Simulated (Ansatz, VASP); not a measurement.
## HfSc2O3 in VASP and in Ansatz

The input INCAR:

```
PREC = Accurate ; ENCUT = 600
EDIFF = 1E-6 ; ISMEAR = 0
SIGMA = 0.2 ; LREAL = False
LASPH = True ; NELM = 120
ALGO = Normal ; ISIF = 2
LWAVE = False ; LCHARG = False
GGA = PE ; NBANDS = 62
GGA_COMPAT = False
```

Contents of KPOINTS:

```
Automatic mesh
0
Gamma
  8 4 4
```

POSCAR

```
HfSc2O3
1.0
    1.5490015274     -2.6829493466      0.0000000000
   -4.6470045824     -2.6829493465      0.0000000000
    0.0000000000      0.0000000000     -8.2762064423
Hf Sc O
2 4 6
Direct
    0.5000000000      0.5000000000      0.0000000000
    1.0000000000      0.0000000000      1.0000000000
    0.5000000000      0.8333333333      0.3423089402
    1.0000000000      0.3333333333      0.3423089402
    1.0000000000      0.6666666667      0.6576910598
    0.5000000000      0.1666666667      0.6576910598
    0.5000000000      0.8333333333      0.8121692123
    1.0000000000      0.3333333333      0.8121692123
    1.0000000000      0.6666666667      0.1878307877
    0.5000000000      0.1666666667      0.1878307877
    0.5000000000      0.5000000000      0.5000000000
    1.0000000000      1.0000000000      0.5000000000
```

Input for Ansatz:

```yaml
crystal:
  lattice:
    - [1.5490015274, -2.6829493466, 0.0]
    - [-4.6470045824, -2.6829493465, 0.0]
    - [0.0, 0.0, -8.2762064423]
  atoms:
    - { symbol: Hf, position: [0.5, 0.5, 0.0] }
    - { symbol: Hf, position: [1.0, 0.0, 1.0] }
    - { symbol: Sc, position: [0.5, 0.8333333333, 0.3423089402] }
    - { symbol: Sc, position: [1.0, 0.3333333333, 0.3423089402] }
    - { symbol: Sc, position: [1.0, 0.6666666667, 0.6576910598] }
    - { symbol: Sc, position: [0.5, 0.1666666667, 0.6576910598] }
    - { symbol: O, position: [0.5, 0.8333333333, 0.8121692123] }
    - { symbol: O, position: [1.0, 0.3333333333, 0.8121692123] }
    - { symbol: O, position: [1.0, 0.6666666667, 0.1878307877] }
    - { symbol: O, position: [0.5, 0.1666666667, 0.1878307877] }
    - { symbol: O, position: [0.5, 0.5, 0.5] }
    - { symbol: O, position: [1.0, 1.0, 0.5] }
basis:
  ecutwfc: 420
kpoints:
  mp_grid: { grid: [8, 4, 4] }
hamiltonian:
  xc: pbe
scf:
  occupations: { method: gaussian, width: 0.2 }
  lower_state_search: "off"
output:
  forces: true
  stress: true
  eigenvalues: true
```

Alike in both runs: task single point; functional PBE; k mesh 8 × 4 × 4; occupations gaussian, width 0.2 eV; no spin polarisation.

```csv
,VASP,Ansatz
version,VASP 6.6.1,Ansatz 0.2.0
potentials or method,"VASP PAW PBE potentials, release 64 (Hf_pv, Sc_sv, O), cutoff 600 eV","scalar-relativistic, plane waves, PAW"
valence electrons in the cell,100,132
```

Ansatz gave:

| Property | Result |
| --- | --- |
| gap on the k mesh at the Fermi level (eV) | none |
| pressure (GPa) | 0.0 |
| traceless stress, the component that is largest in VASP (GPa) | -0.33 |
| rms of the force components (eV/Å) | 0.020 |

**Question.** What did VASP give for the same quantities?

**Answer.** gap on the k mesh at the Fermi level (eV): none; pressure (GPa): -0.2; traceless stress, the component that is largest in VASP (GPa): -0.44; rms of the force components (eV/Å): 0.053.

Atom by atom the forces differ by 0.059 eV/Å (rms over components). A gap of «none» marks a metal or a gap that the smearing closes. With one functional, cell and mesh, what is left measures potentials, basis and numerics. VASP's potentials hold 100 valence electrons a cell and Ansatz's 132, so a difference there can come from the potentials and not from the codes.

Neither program's run includes spin-orbit coupling.
